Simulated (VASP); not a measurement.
Te:

```
Te
1.0
     4.56280    0.00000    0.00000
    -2.28140    3.95150    0.00000
     0.00000    0.00000    7.52861
Te
4
Cartesian
  0.0000 2.6343 3.2938
  2.2814 1.3172 7.0581
  2.2814 1.3172 4.2348
  0.0000 2.6343 0.4705
```

This isn't the form of Te at room conditions, which is trigonal, of chains.

```yaml
Program: VASP 6.6.1
Task: relaxation of cell and atoms
Functional: PBEsol
Potentials_or_basis: VASP PAW PBE potentials, release 64 (Te)
Cutoff: 600 eV
k_mesh: 6 × 6 × 2
Occupations: gaussian, width 0.1 eV
Spin: no spin polarisation
```

At the start: pressure 13.1 GPa; volume 33.93 Å³/atom.

How do energy, volume and symmetry change on relaxing?

Over 17 steps the energy falls by 519.4 meV/atom and the volume is 51.45 Å³/atom (+51.6 %); space group P6_3/mmc (No. 194, to 0.1 Å) before and after.

The path:
```
step  energy change (eV)  largest force (eV/Å)  pressure (GPa)  volume (Å³)
   1              0.0000                0.2716           13.07       135.74
   2             -1.2402                0.4688           -2.41       197.70
   3             -1.3918                0.6121            0.17       177.63
   4             -1.3925                0.6021           -0.11       179.15
   5             -1.5070                0.8277           -0.41       180.24
   6             -1.7832                0.6602           -0.25       182.53
   7             -1.9842                0.3984            1.71       186.47
   8             -2.0156                0.0249            0.94       185.33
   9             -2.0162                0.0919            1.04       185.53
  10             -2.0384                0.1252           -0.51       203.08
  11             -2.0468                0.1288            0.00       196.52
  12             -2.0468                0.1295           -0.06       197.06
  13             -2.0632                0.1347            0.05       199.41
  14             -2.0727                0.0460            0.42       204.73
  15             -2.0750                0.0832            0.30       203.11
  16             -2.0686                0.1490           -0.52       210.90
  17             -2.0776                0.0014            0.04       205.80
```

Final structure:
```cif
data_structure
_symmetry_space_group_name_H-M 'P 1'
_symmetry_Int_Tables_number 1
_cell_length_a 4.8720
_cell_length_b 4.8720
_cell_length_c 10.0114
_cell_angle_alpha 90.000
_cell_angle_beta 90.000
_cell_angle_gamma 120.000
_cell_volume 205.80
loop_
_atom_site_label
_atom_site_type_symbol
_atom_site_fract_x
_atom_site_fract_y
_atom_site_fract_z
_atom_site_occupancy
Te1 Te 0.33333 0.66667 0.46102 1
Te2 Te 0.66667 0.33333 0.96102 1
Te3 Te 0.66667 0.33333 0.53898 1
Te4 Te 0.33333 0.66667 0.03898 1
```

Caveat: the k points lie up to 0.31 Å⁻¹ apart in the final cell; the volume moved by over 15 % at a fixed basis, so the end points are rough; the highest band is partly filled, so the run has too few bands; the PAW data sets were made with another functional, which shifts forces and pressure a little; this functional lacks dispersion, which binds layers or chains, so the pressure and a relaxed spacing across them are unreliable.
